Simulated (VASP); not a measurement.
Write the native input for VASP 6.6.1 that does the following.

```yaml
Task: single point
Functional: r2SCAN
Potentials_or_basis: VASP PAW PBE potentials, release 64 (Ba_sv, Zr_sv, O)
Cutoff: 520 eV
k_mesh: 6 × 6 × 6
Occupations: gaussian, width 0.01 eV
Spin: no spin polarisation
Dipole_correction: no
Further_INCAR_settings: ALGO = Normal; EDIFF = 1e-07; NBANDS = 28
```

BaZrO3:

```
Ba Zr O
1.0
     4.24699    0.00000    0.00000
     0.00000    4.24699    0.00000
     0.00000    0.00000    4.24699
Ba Zr O
1 1 3
Direct
  0.00000 0.00000 0.00000
  0.50000 0.50000 0.50000
  0.00000 0.50000 0.50000
  0.50000 0.00000 0.50000
  0.50000 0.50000 0.00000
```

One way to write it, as run:

POSCAR

```
BaZrO3
1.0
    4.2469916444      0.0000000000      0.0000000000
    0.0000000000      4.2469916444      0.0000000000
    0.0000000000      0.0000000000      4.2469916444
Ba Zr O
1 1 3
Direct
    0.0000000000      0.0000000000      0.0000000000
    0.5000000000      0.5000000000      0.5000000000
    0.0000000000      0.5000000000      0.5000000000
    0.5000000000      0.0000000000      0.5000000000
    0.5000000000      0.5000000000      0.0000000000
```

INCAR.step1

```
PREC = Accurate ; ENCUT = 520
ISMEAR = 0 ; SIGMA = 0.01
LREAL = F ; LASPH = T
NELM = 80 ; NBANDS = 28
GGA = PE ; ALGO = Normal
EDIFF = 1E-4 ; LWAVE = T
LCHARG = F
```

INCAR.step2

```
PREC = Accurate ; ENCUT = 520
EDIFF = 1E-7 ; ISMEAR = 0
SIGMA = 0.01 ; LREAL = F
LASPH = T ; NELM = 80
ALGO = Normal ; ISIF = 2
LWAVE = F ; LCHARG = F
METAGGA = R2SCAN ; LMIXTAU = T
NBANDS = 28 ; ISTART = 1
```

KPOINTS

```
regular mesh
0
Gamma
  6 6 6
```

Potentials or basis: VASP PAW PBE potentials, release 64 (Ba_sv, Zr_sv, O).

Launch:

```bash
$ cat potpaw_PBE.64/Ba_sv/POTCAR potpaw_PBE.64/Zr_sv/POTCAR potpaw_PBE.64/O/POTCAR > POTCAR
$ cp INCAR.step1 INCAR
$ mpirun -np 1 vasp_std > vasp.out
$ cp INCAR.step2 INCAR
$ mpirun -np 1 vasp_std > vasp.out
```

It gave:

```json
{"Pressure": "-3.7 GPa", "Band gap on the k mesh": "3.60 eV (least direct gap 3.89 eV)"}
```

Caveat: the cell stands under tension; the PAW data sets were made with another functional, which shifts forces and pressure a little; spin-orbit coupling is left out, which moves the levels of the heavy elements.

It took 100 s on 1 thread of Intel Xeon 8259CL, with other jobs on the host, peak memory 0.21 GiB.
